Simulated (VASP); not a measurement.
# TaRu5 (P-62m) in VASP: notebook

TaRu5 is run at these levels: PBE; tasks: relaxation of cell and atoms, single point.

Everything below comes from runs of VASP 6.6.1. Logs are shortened: lines on timing, memory, paths and dates and some standing lists are left out, and cuts for length are marked.

### 1 The cell of the first run

The structure is hexagonal, space group P-62m (No. 189). Conventional cell: a = 4.739 Å, b = 4.739 Å, c = 4.299 Å, α = 90.00°, β = 90.00°, γ = 120.00°. Within 3.5 Å of Ta (site symmetry -62m) lie 12 Ru at 2.67 to 2.74 Å. Within 3.5 Å of Ru (site symmetry m2m) lie 2 Ta at 2.67 Å and 10 Ru at 2.67 to 2.74 Å. Ru (site symmetry -6) has 9 Ru at 2.67 to 2.74 Å and 3 Ta at 2.74 Å within 3.5 Å.

### 2 Relaxation of cell and atoms, PBE

File INCAR:

```
SYSTEM = TaRu5
PREC = Accurate ; ENCUT = 600
EDIFF = 1E-7 ; ISMEAR = 0
SIGMA = 0.1 ; LREAL = .FALSE.
LASPH = .TRUE. ; NELM = 100
ALGO = Fast ; ISIF = 3
LWAVE = .FALSE. ; LCHARG = .FALSE.
GGA = PE ; IBRION = 2
NSW = 90 ; EDIFFG = -0.04
```

File KPOINTS:

```
Automatic mesh
0
G
  6 6 4
  0 0 0
```

File POSCAR:

```
TaRu5
1.0
    4.7390721600      0.0000000000      0.0000000000
   -2.3695360800      4.1041568800      0.0000000000
    0.0000000000      0.0000000000      4.2988213500
Ta Ru
1 5
Direct
    0.0000000000      0.0000000000      0.5000000000
    0.0000000000      0.6666666700      0.0000000000
    0.6666666700      0.0000000000      0.0000000000
    0.3333333300      0.3333333300      0.0000000000
    0.3333333300      0.6666666700      0.5000000000
    0.6666666700      0.3333333300      0.5000000000
```

Potentials or basis: VASP PAW PBE potentials, release 64 (Ta_pv, Ru_pv).

Command:

```
$ cat potpaw_PBE.64/Ta_pv/POTCAR potpaw_PBE.64/Ru_pv/POTCAR > POTCAR
$ mpirun -np 1 vasp_std > vasp.out
```

OUTCAR:

```text
SYSTEM = TaRu5
   PREC = Accurate
   ENCUT = 600
   EDIFF = 1E-7
   ISMEAR = 0
   LREAL = .FALSE.
   LASPH = .TRUE.
   NELM = 100
   ISIF = 3
   GGA = PE
   IBRION = 2
   NSW = 90
   EDIFFG = -0.04

 ion  position               nearest neighbor table
   1  0.000  0.000  0.500-   2 2.67   4 2.67   2 2.67   4 2.67   3 2.67   3 2.67   6 2.74   5 2.74
                             5 2.74   6 2.74   6 2.74   5 2.74
   2  0.000  0.667  0.000-   1 2.67   1 2.67   5 2.67   5 2.67   6 2.67   6 2.67   4 2.74   3 2.74
                             3 2.74   3 2.74   4 2.74   4 2.74
   3  0.667  0.000  0.000-   6 2.67   6 2.67   1 2.67   1 2.67   5 2.67   5 2.67   2 2.74   4 2.74
                             2 2.74   4 2.74   4 2.74   2 2.74
   4  0.333  0.333  0.000-   1 2.67   1 2.67   5 2.67   5 2.67   6 2.67   6 2.67   2 2.74   3 2.74
                             3 2.74   2 2.74   3 2.74   2 2.74
   5  0.333  0.667  0.500-   2 2.67   2 2.67   3 2.67   3 2.67   4 2.67   4 2.67   6 2.74   1 2.74
                             6 2.74   1 2.74   1 2.74   6 2.74
   6  0.667  0.333  0.500-   3 2.67   3 2.67   2 2.67   2 2.67   4 2.67   4 2.67   5 2.74   1 2.74
                             5 2.74   1 2.74   1 2.74   5 2.74

  LATTYP: Found a hexagonal cell.
 ALAT       =     4.7390721600
 C/A-ratio  =     0.9071018978

  Lattice vectors:

 A1 = (   4.7390721600,   0.0000000000,   0.0000000000)
 A2 = (  -2.3695360800,   4.1041568800,   0.0000000000)
 A3 = (   0.0000000000,   0.0000000000,   4.2988213500)

Analysis of symmetry for initial positions (statically):
=====================================================================
 Subroutine PRICEL returns:
 Original cell was already a primitive cell.

 Routine SETGRP: Setting up the symmetry group for a
 hexagonal supercell.

 Subroutine GETGRP returns: Found 12 space group operations
 (whereof 12 operations were pure point group operations)
 out of a pool of 24 trial point group operations.

The static configuration has the point symmetry D_3h.

Analysis of symmetry for dynamics (positions and initial velocities):
=====================================================================
 Subroutine PRICEL returns:
 Original cell was already a primitive cell.

 Routine SETGRP: Setting up the symmetry group for a
 hexagonal supercell.

 Subroutine GETGRP returns: Found 12 space group operations
 (whereof 12 operations were pure point group operations)
 out of a pool of 24 trial point group operations.

The dynamic configuration has the point symmetry D_3h.

 Subroutine INISYM returns: Found 12 space group operations
 (whereof 12 operations are pure point group operations),
 and found     1 'primitive' translations

----------------------------------------------------------------------------------------

                                     Primitive cell

  volume of cell :      83.6116

  direct lattice vectors                    reciprocal lattice vectors
     4.739072160  0.000000000  0.000000000     0.211011769  0.121827702  0.000000000
    -2.369536080  4.104156880  0.000000000     0.000000000  0.243655403  0.000000000
     0.000000000  0.000000000  4.298821350     0.000000000  0.000000000  0.232621902

  length of vectors
     4.739072160  4.739072159  4.298821350     0.243655403  0.243655403  0.232621902

  position of ions in fractional coordinates (direct lattice)
     0.000000000  0.000000000  0.500000000
     0.000000000  0.666666670  0.000000000
     0.666666670  0.000000000  0.000000000
     0.333333330  0.333333330  0.000000000
     0.333333330  0.666666670  0.500000000
     0.666666670  0.333333330  0.500000000

  ion indices of the primitive-cell ions
   primitive index   ion index
                 1           1
                 2           2
                 3           3
                 4           4
                 5           5
                 6           6

----------------------------------------------------------------------------------------

 KPOINTS: Automatic mesh

Automatic generation of k-mesh.
 Grid dimensions read from file:
 generate k-points for:    6    6    4

 Generating k-lattice:

  Cartesian coordinates                     Fractional coordinates (reciprocal lattice)
     0.035168628  0.020304617  0.000000000     0.166666667  0.000000000  0.000000000
     0.000000000  0.040609234  0.000000000     0.000000000  0.166666667  0.000000000
     0.000000000  0.000000000  0.058155476     0.000000000  0.000000000  0.250000000

  Length of vectors
     0.040609234  0.040609234  0.058155476

  Shift w.r.t. Gamma in fractional coordinates (k-lattice)
     0.000000000  0.000000000  0.000000000

 Subroutine IBZKPT returns following result:
 ===========================================

 Found     21 irreducible k-points:

 Following reciprocal coordinates:
            Coordinates               Weight
  0.000000  0.000000  0.000000      1.000000
  0.166667  0.000000  0.000000      6.000000
  0.333333  0.000000  0.000000      6.000000
  0.500000  0.000000  0.000000      3.000000
  0.166667  0.166667  0.000000      6.000000
  0.333333  0.166667  0.000000     12.000000
[... 13 lines left out ...]
  0.333333  0.166667  0.500000     12.000000
  0.333333  0.333333  0.500000      2.000000
   k-points           NKPTS =     21   k-points in BZ     NKDIM =     21   number of bands    NBANDS=     48
   number of dos      NEDOS =    301   number of ions     NIONS =      6
   total plane-waves  NPLWV =  57600
   dimension x,y,z NGX =    40 NGY =   40 NGZ =   36
   dimension x,y,z NGXF=    80 NGYF=   80 NGZF=   72
   ions per type =               1   5
   NGX,Y,Z   is equivalent  to a cutoff of  14.03, 14.03, 13.92 a.u.
   NGXF,Y,Z  is equivalent  to a cutoff of  28.06, 28.06, 27.84 a.u.
 SYSTEM =  TaRu5
   PREC   = accura    normal or accurate (medium, high low for compatibility)
   ISTART =      0    job   : 0-new  1-cont  2-samecut
   ICHARG =      2    charge: 1-file 2-atom 10-const
   ISPIN  =      1    spin polarized calculation?
   LNONCOLLINEAR =      F non collinear calculations
   LSORBIT =      F    spin-orbit coupling
   LASPH  =      T    aspherical Exc in radial PAW
   ENCUT  =  600.0 eV  44.10 Ry    6.64 a.u.   9.47  9.47  8.59*2*pi/ulx,y,z
   NELM   =    100;   NELMIN=  2; NELMDL= -5     # of ELM steps
   EDIFF  = 0.1E-06   stopping-criterion for ELM
   LREAL  =      F    real-space projection
   EDIFFG = -.4E-01   stopping-criterion for IOM
   NSW    =     90    number of steps for IOM
   IBRION =      2    ionic relax: 0-MD 1-quasi-New 2-CG
   NFREE  =      1    steps in history (QN), initial steepest desc. (CG)
   ISIF   =      3    stress and relaxation
   ISYM   =      2    0-nonsym 1-usesym 2-fastsym
   POTIM  = 0.5000    time-step for ionic-motion
   TEBEG  =    0.0;   TEEND  =   0.0 temperature during run
   PSTRESS=    0.0 pullay stress
   NELECT =      81.0000    total number of electrons
   NUPDOWN=      -1.0000    fix difference up-down
   EMIN   =  10.00;   EMAX   =-10.00  energy-range for DOS
   EFERMI =   0.00;   METHOD = LEGACY
   ISMEAR =     0;   SIGMA  =   0.10  broadening in eV -4-tet -1-fermi 0-gaus
   EFERMI_NEDOS =   21; number of points for ismear=-14 and -15
   IALGO  =     68    algorithm
   IMIX   =      4    mixing-type and parameters
     AMIX     =   0.40;   BMIX     =  1.00
     AMIX_MAG =   1.60;   BMIX_MAG =  1.00
  volume/ion in A,a.u.               =      13.94        94.04
  Fermi-wavevector in a.u.,A,eV,Ry     =   1.619873  3.061116 35.701528  2.623988
  Thomas-Fermi vector in A             =   2.713903
   LORBIT       =      0    0 simple, 1 ext, 2 COOP (PROOUT), +10 PAW based schemes
   GGA     = PE    functional components
   LHFCALC =     F    Hartree Fock is set to
   AEXX    =    0.0000 exact exchange contribution
   IVDW    =     0    specifies the selected vdW correction
   LEPSILON=     F    determine dielectric tensor
   LRPA    =     F    only Hartree local field effects (RPA)
 conjugate gradient relaxation of ions
 non-spin polarized calculation
 RMM-DIIS sequential band-by-band and
 Gauss-broadening in eV      SIGMA  =   0.10
  energy-cutoff  :      600.00
  volume of cell :       83.61
 maximum number of plane-waves:      2825
 NGX is ok and might be reduce to    40
   NGX = 19   NGY = 19   NGZ = 17

--------------------------------------- Ionic step        1  -------------------------------------------

 number of electron      81.0000002 magnetization

 Free energy of the ion-electron system (eV)
  ---------------------------------------------------
  ext. energy  EPLUGINS =         0.00000000
  ---------------------------------------------------
  free energy    TOTEN  =       -58.42565822 eV

  energy without entropy =      -58.39912489  energy(sigma->0) =      -58.41239156

------------------------ aborting loop because EDIFF is reached ----------------------------------------

  FORCE on cell =-STRESS in cart. coord.  units (eV):
  Direction    XX          YY          ZZ          XY          YZ          ZX
  --------------------------------------------------------------------------------------
  -------------------------------------------------------------------------------------
  Total        5.7169055      5.7169055      6.8406637      0.0000000      0.0000000     -0.0000000
  in kB      109.5481184    109.5481183    131.0817261      0.0000000      0.0000000     -0.0000000
  external PRESSURE =     116.7259876 kB  Pullay stress =       0.0000000 kB
[... 25 lines left out ...]
  energy  without entropy=      -58.3991248882  energy(sigma->0) =      -58.41239156

--------------------------------------- Ionic step        2  -------------------------------------------

 number of electron      81.0000001 magnetization

 E-fermi :   9.4149     XC(G=0): -13.1110

 val. band max:        9.3931174152   @ k =   0.3333   0.0000   0.0000
 cond. band min:       9.4419009727   @ k =   0.5000   0.0000   0.0000
 fundamental gap:      0.0487835576
 Fermi energy:         9.4148783508

 k-point     1 :       0.0000    0.0000    0.0000
  band No.  band energies     occupation
      1     -33.4091      2.00000
      2     -33.2599      2.00000
      3     -33.2599      2.00000
      4     -33.2557      2.00000
      5     -33.1240      2.00000
      6     -33.1219      2.00000
[... 1337 lines left out ...]
  energy  without entropy=      -58.5709329941  energy(sigma->0) =      -58.58466607

--------------------------------------- Ionic step        9  -------------------------------------------

 number of electron      81.0000007 magnetization

 Free energy of the ion-electron system (eV)
  ---------------------------------------------------
  ext. energy  EPLUGINS =         0.00000000
  ---------------------------------------------------
  free energy    TOTEN  =       -58.60133261 eV

  energy without entropy =      -58.57419579  energy(sigma->0) =      -58.58776420

 E-fermi :  10.9998     XC(G=0): -13.7327

 val. band max:       10.9942726448   @ k =   0.3333   0.0000   0.0000
 cond. band min:      11.0021512849   @ k =   0.3333   0.3333   0.2500
 fundamental gap:      0.0078786400
 Fermi energy:        10.9998359473

 k-point     1 :       0.0000    0.0000    0.0000
  band No.  band energies     occupation
      1     -32.1136      2.00000
      2     -31.8890      2.00000
      3     -31.8803      2.00000
      4     -31.8803      2.00000
      5     -31.6788      2.00000
      6     -31.6788      2.00000
[... 1093 lines left out ...]
  FREE ENERGIE OF THE ION-ELECTRON SYSTEM (eV)
  ---------------------------------------------------
  free  energy   TOTEN  =       -58.6013326141 eV

  energy  without entropy=      -58.5741957897  energy(sigma->0) =      -58.58776420

 reached required accuracy - stopping structural energy minimisation
```

Wall time 15 min (1 thread of Intel Xeon Platinum 8488C (Sapphire Rapids), shared host); peak memory 0.29 GiB.

Results:

```yaml
Free_energy: -58.6013 eV
Relaxed_volume: 14.47 Å³/atom
Relaxed_cell: a = 4.792 Å, b = 4.792 Å, c = 4.366 Å, α = 90.00°, β = 90.00°, γ = 120.00°
Space_group_after_relaxing_to_0.1_Å: P-62m (No. 189)
Energy_gained_by_relaxing: 29.3 meV/atom
Ionic_steps: 9
Pressure_after_relaxing: -0.1 GPa
Largest_force_after_relaxing: 0.013 eV/Å
Band_gap_on_the_k_mesh: zero (an odd number of electrons rules out a gap without spin polarisation)
```

Forces in eV/Å, atoms in the order of the input:
```
Ta   0.000  0.000  0.000
Ru   0.006 -0.011  0.000
Ru  -0.013  0.000  0.000
Ru   0.006  0.011  0.000
Ru   0.000  0.000  0.000
Ru   0.000  0.000  0.000
```

Stress tensor (GPa, compression positive):
```
 0.01  0.00  0.00
 0.00  0.01  0.00
 0.00  0.00 -0.36
```

Step by step:
| step | energy change (eV) | largest force (eV/Å) | pressure (GPa) | volume (Å³) |
| --- | --- | --- | --- | --- |
| 1 | 0.0000 | 0.7929 | 11.67 | 83.61 |
| 2 | 0.6371 | 0.2592 | -23.75 | 96.51 |
| 3 | -0.1347 | 0.5570 | -1.34 | 87.18 |
| 4 | -0.1350 | 0.5646 | -0.86 | 87.03 |
| 5 | -0.1664 | 0.2544 | -0.13 | 86.79 |
| 6 | -0.1749 | 0.0357 | 0.64 | 86.59 |
| 7 | -0.1749 | 0.0207 | 0.71 | 86.57 |
| 8 | -0.1727 | 0.0030 | -1.74 | 87.34 |
| 9 | -0.1757 | 0.0129 | -0.11 | 86.83 |

Final structure:
```
Ta Ru
1.0
     4.79211    0.00000    0.00000
    -2.39606    4.15009    0.00000
     0.00000    0.00000    4.36583
Ta Ru
1 5
Direct
  0.00000 0.00000 0.50000
  0.00000 0.65384 0.00000
  0.65384 0.00000 0.00000
  0.34616 0.34616 0.00000
  0.33333 0.66667 0.50000
  0.66667 0.33333 0.50000
```

Caveat: the k points lie up to 0.36 Å⁻¹ apart in the final cell, too coarse for converged energies and pressures of a metal; spin-orbit coupling is left out, which moves the levels of the heavy elements.

### 3 Single point, PBE

This run uses another cell than the first one, of 14.48 Å³/atom.

File INCAR:

```
PREC = Accurate
ENCUT = 520
EDIFF = 1E-7
ISMEAR = 0
SIGMA = 0.1
LREAL = F
LASPH = T
NELM = 60
ALGO = Fast
ISIF = 2
LWAVE = F
LCHARG = F
GGA = PE
NBANDS = 50
```

File KPOINTS:

```
regular mesh
0
Gamma
  12 12 8
```

File POSCAR:

```
TaRu5
1.0
    4.7882322403      0.0000000000      0.0000000000
   -2.3941161201      4.1467307593      0.0000000000
    0.0000000000      0.0000000000      4.3748132317
Ta Ru
1 5
Direct
    0.0000000000      0.0000000000      0.5000000000
    0.0000000000      0.6537911426      0.0000000000
    0.6537911426      0.0000000000      0.0000000000
    0.3462088574      0.3462088574      0.0000000000
    0.3333333333      0.6666666667      0.5000000000
    0.6666666667      0.3333333333      0.5000000000
```

Potentials or basis: VASP PAW PBE potentials, release 64 (Ta_pv, Ru_pv).

Command:

```
$ cat potpaw_PBE.64/Ta_pv/POTCAR potpaw_PBE.64/Ru_pv/POTCAR > POTCAR
$ mpirun -np 1 vasp_std > vasp.out
```

Wall time 10 min (1 thread of Intel Xeon Platinum 8488C (Sapphire Rapids), shared host); peak memory 0.43 GiB.

Results (log left out):

```yaml
Free_energy: -58.5758 eV
Pressure: 0.0 GPa
Largest_force: 0.012 eV/Å
Band_gap_on_the_k_mesh: zero (an odd number of electrons rules out a gap without spin polarisation)
```

Forces on the atoms (eV/Å):
```
Ta   0.000  0.000  0.000
Ru   0.006 -0.010  0.000
Ru  -0.012  0.000  0.000
Ru   0.006  0.010  0.000
Ru   0.000  0.000  0.000
Ru   0.000  0.000  0.000
```

Levels at points of the mesh, in eV from the Fermi level:
```csv
k point,band 38,band 39,band 40,band 41,band 42,band 43,band 44,band 45
"(0.00, 0.00, 0.00)",-0.68,-0.68,-0.24,-0.24,1.04,1.51,1.52,1.52
"(0.50, 0.00, 0.00)",-1.03,-0.69,-0.56,0.02,0.56,0.67,0.80,1.70
"(0.00, 0.00, 0.50)",-1.65,-0.63,-0.63,-0.18,-0.18,1.28,1.28,1.32
"(0.50, 0.00, 0.50)",-0.68,-0.17,-0.08,0.68,1.04,1.15,1.25,1.75
```

Caveat: spin-orbit coupling is left out, which moves the levels of the heavy elements.

(Continued in part 2 of 2.)
